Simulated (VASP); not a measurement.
Set up this calculation in VASP 6.6.1, as the native input.

- Task: single point
- Functional: r2SCAN
- Potentials or basis: VASP PAW PBE potentials, release 64 (Cd, S, Hg)
- Cutoff: 520 eV
- k mesh: 6 × 6 × 6
- Occupations: gaussian, width 0.01 eV
- Spin: no spin polarisation
- Dipole correction: no
- Further INCAR settings: ALGO = Normal; EDIFF = 1e-06; NBANDS = 46

The system is Cd3HgS4.

```
CELL_PARAMETERS angstrom
-2.91550 2.91550 5.83174
2.91550 -2.91550 5.83174
2.91550 2.91550 -5.83174
ATOMIC_POSITIONS crystal
Cd 0.75000 0.25000 0.50000
Cd 0.50000 0.50000 0.00000
Cd 0.25000 0.75000 0.50000
S 0.12600 0.62218 0.00000
S 0.87400 0.87400 0.49618
S 0.62218 0.12600 0.00000
S 0.37782 0.37782 0.50382
Hg 0.00000 0.00000 0.00000
```

The input as run:

POSCAR

```
Cd3HgS4
1.0
   -2.9155020791      2.9155020791      5.8317438197
    2.9155020791     -2.9155020791      5.8317438197
    2.9155020791      2.9155020791     -5.8317438197
Cd S Hg
3 4 1
Direct
    0.7500000000      0.2500000000      0.5000000000
    0.5000000000      0.5000000000      0.0000000000
    0.2500000000      0.7500000000      0.5000000000
    0.1260023273      0.6221842884      0.0000000000
    0.8739976727      0.8739976727      0.4961819611
    0.6221842884      0.1260023273      0.0000000000
    0.3778157116      0.3778157116      0.5038180389
    0.0000000000      0.0000000000      0.0000000000
```

INCAR.step1

```
SYSTEM = Cd3HgS4
PREC     = Accurate       ! precision mode
ENCUT    = 520            ! plane-wave cutoff, eV
ISMEAR   = 0              ! smearing method
SIGMA    = 0.01           ! smearing width, eV
LREAL    = .False.        ! projectors in reciprocal space
LASPH    = .True.         ! aspherical terms in the spheres
NELM     = 60             ! most SCF steps
NBANDS   = 46             ! bands
GGA      = PE             ! functional
ALGO     = Normal         ! electronic algorithm
EDIFF    = 1E-4           ! SCF threshold, eV
LWAVE    = .True.         ! write WAVECAR
LCHARG   = .False.        ! write CHGCAR
```

INCAR.step2

```
SYSTEM = Cd3HgS4
PREC     = Accurate       ! precision mode
ENCUT    = 520            ! plane-wave cutoff, eV
EDIFF    = 1E-6           ! SCF threshold, eV
ISMEAR   = 0              ! smearing method
SIGMA    = 0.01           ! smearing width, eV
LREAL    = .False.        ! projectors in reciprocal space
LASPH    = .True.         ! aspherical terms in the spheres
NELM     = 60             ! most SCF steps
ALGO     = Normal         ! electronic algorithm
ISIF     = 2              ! what is computed and relaxed
LWAVE    = .False.        ! write WAVECAR
LCHARG   = .False.        ! write CHGCAR
METAGGA  = R2SCAN         ! meta-GGA
LMIXTAU  = .True.       
NBANDS   = 46             ! bands
ISTART   = 1
```

KPOINTS

```
regular mesh
0
Gamma
  6 6 6
  0 0 0
```

Potentials or basis: VASP PAW PBE potentials, release 64 (Cd, S, Hg).

Launch:

```bash
$ cat potpaw_PBE.64/Cd/POTCAR potpaw_PBE.64/S/POTCAR potpaw_PBE.64/Hg/POTCAR > POTCAR
$ cp INCAR.step1 INCAR
$ mpirun -np 1 vasp_std > vasp.out
$ cp INCAR.step2 INCAR
$ mpirun -np 1 vasp_std > vasp.out
```

Results of the run:

```yaml
Pressure: 2.3 GPa
Band_gap_on_the_k_mesh: 1.13 eV
```

Caveat: the PAW data sets were made with another functional, which shifts forces and pressure a little; spin-orbit coupling is left out, which moves the levels of the heavy elements.

Wall time 42 min on 1 thread of Intel Xeon 8259CL (shared host), peak memory 0.59 GiB.
